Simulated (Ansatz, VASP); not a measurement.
# BeSb: VASP beside Ansatz

```
CELL_PARAMETERS angstrom
3.66048 0.00000 0.00000
0.00000 3.66048 0.00000
0.00000 0.00000 3.00879
ATOMIC_POSITIONS crystal
Be 0.50000 0.50000 0.75001
Sb 0.00000 0.00000 0.74999
```

Alike in both runs: task single point; functional PBE; k mesh 16 × 16 × 18; occupations gaussian, width 0.1 eV; no spin polarisation.

|  | VASP | Ansatz |
| --- | --- | --- |
| version | VASP 6.6.1 | Ansatz 0.2.0 |
| potentials or method | VASP PAW PBE potentials, release 64 (Be, Sb), cutoff 520 eV | scalar-relativistic, plane waves, PAW |
| valence electrons in the cell | 7 | 17 |

Ansatz gave:

| Item | Value |
| --- | --- |
| gap on the k mesh at the Fermi level (eV) | none |
| pressure (GPa) | 0.0 |
| traceless stress, the component that is largest in VASP (GPa) | 0.00 |

Q: Estimate VASP's values.

A: gap on the k mesh at the Fermi level (eV): none; pressure (GPa): 0.1; traceless stress, the component that is largest in VASP (GPa): -0.14.

A gap of «none» marks a metal or a gap that the smearing closes. The functional is the same, so the differences come from potentials, cutoffs and numerics. VASP's potentials hold 7 valence electrons a cell and Ansatz's 17, so a difference there can come from the potentials and not from the codes.

Neither program's run includes spin-orbit coupling.
